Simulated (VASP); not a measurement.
Write the native input for VASP 6.6.1 that does the following.

| Quantity | Value |
| --- | --- |
| Task | single point |
| Functional | r2SCAN |
| Potentials or basis | VASP PAW PBE potentials, release 64 (Zn, Se) |
| Cutoff | 520 eV |
| k mesh | 8 × 8 × 8 |
| Occupations | gaussian, width 0.01 eV |
| Spin | no spin polarisation |
| Dipole correction | no |
| Further INCAR settings | ALGO = Normal; EDIFF = 1e-06; NBANDS = 16 |

ZnSe:

```xyz
2
Lattice="2.6851 2.6851 0.0000 -2.6851 2.6851 0.0000 0.0000 2.6851 2.6851" Properties=species:S:1:pos:R:3 pbc="T T T"
Zn    0.0000    0.0000    0.0000
Se    1.3425    4.0276    1.3425
```

These files were run (other wordings do the same):

POSCAR

```
ZnSe
1.0
    2.6850642270      2.6850642270      0.0000000000
   -2.6850642270      2.6850642270      0.0000000000
    0.0000000000      2.6850642270      2.6850642270
Zn Se
1 1
Direct
    0.0000000000      0.0000000000      0.0000000000
    0.7500000000      0.2500000000      0.5000000000
```

INCAR.step1

```
PREC = Accurate
ENCUT = 520
ISMEAR = 0
SIGMA = 0.01
LREAL = F
LASPH = T
NELM = 60
NBANDS = 16
GGA = PE
ALGO = Normal
EDIFF = 1E-4
LWAVE = T
LCHARG = F
```

INCAR.step2

```
PREC = Accurate
ENCUT = 520
EDIFF = 1E-6
ISMEAR = 0
SIGMA = 0.01
LREAL = F
LASPH = T
NELM = 60
ALGO = Normal
ISIF = 2
LWAVE = F
LCHARG = T
METAGGA = R2SCAN
LMIXTAU = T
LELF = T
LVHAR = T
NBANDS = 16
ISTART = 1
```

KPOINTS

```
Automatic mesh
0
Gamma
  8 8 8
```

Potentials or basis: VASP PAW PBE potentials, release 64 (Zn, Se).

The run is started by

```console
$ cat potpaw_PBE.64/Zn/POTCAR potpaw_PBE.64/Se/POTCAR > POTCAR
$ cp INCAR.step1 INCAR
$ mpirun -np 1 vasp_std > vasp.out
$ cp INCAR.step2 INCAR
$ mpirun -np 1 vasp_std > vasp.out
```

It gave:

The pressure is 15.2 GPa and the band gap on the k mesh is 2.61 eV, direct.

Caveat: the PAW data sets were made with another functional, which shifts forces and pressure a little.

Run time: 63 s on 1 thread of Intel(R) Xeon(R) Platinum 8259CL CPU @ 2.50GHz (Skylake/Cascade Lake), on a shared host, peak memory 0.17 GiB.
